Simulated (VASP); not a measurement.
**Ca2Se: relaxation of cell and atoms with PBE**

Crystal: Ca2Se.

```xyz
3
Lattice="0.0000 3.4315 3.4315 3.4315 0.0000 3.4315 3.4315 3.4315 0.0000" Properties=species:S:1:pos:R:3 pbc="T T T"
Ca    1.7158    1.7158    1.7158
Ca    5.1473    5.1473    5.1473
Se    0.0000    0.0000    0.0000
```

* Program: VASP 6.6.1
* Task: relaxation of cell and atoms
* Functional: PBE
* Potentials or basis: VASP PAW PBE potentials, release 64 (Ca_sv, Se)
* Cutoff: 600 eV
* k mesh: 12 × 12 × 12
* Occupations: gaussian, width 0.1 eV
* Spin: no spin polarisation
* Dipole correction: no
* Further INCAR settings: ALGO = Normal; EDIFF = 1e-06; IBRION = 2; EDIFFG = -0.01; NSW = 100; ISIF = 3

```
Relaxed volume                        : 29.29 Å³/atom
Relaxed cell                          : a = 4.990 Å, b = 4.990 Å, c = 4.990 Å, α = 60.00°, β = 60.00°, γ = 60.00°
Space group after relaxing (to 0.1 Å) : Fm-3m (No. 225)
Energy gained by relaxing             : 20.0 meV/atom
Ionic steps                           : 3
Pressure after relaxing               : 0.0 GPa
Band gap on the k mesh                : zero (bands 13 and 14 overlap by 0.42 eV)
```

Step by step:
```csv
step,energy change (eV),largest force (eV/Å),pressure (GPa),volume (Å³)
1,0.0000,0.0000,2.93,80.81
2,-0.0586,0.0000,0.39,86.72
3,-0.0599,0.0000,-0.01,87.87
```

Final structure:
```
Ca Se
1.0
     0.00000    3.52863    3.52863
     3.52863    0.00000    3.52863
     3.52863    3.52863    0.00000
Ca Se
2 1
Direct
  0.25000 0.25000 0.25000
  0.75000 0.75000 0.75000
  0.00000 0.00000 0.00000
```

Levels at points of the mesh, in eV from the Fermi level:
```
           k point  band 10  band 11  band 12  band 13  band 14  band 15  band 16  band 17
(0.00, 0.00, 0.00)    -4.56    -4.56    -4.56    -2.01     0.01     0.01     2.84     2.84
(0.50, 0.00, 0.00)    -5.35    -4.42    -4.42     0.31     0.54     0.65     0.65     1.91
(0.50, 0.50, 0.00)    -5.47    -4.37    -4.37    -1.23    -0.11     0.80     2.23     2.23
```

It took 4.9 min on 1 thread of Oxide Virtual Turin-like Processor, on a shared host, peak memory 0.29 GiB.

Caveat: semilocal functionals underestimate gaps, and a narrow one can read as zero.
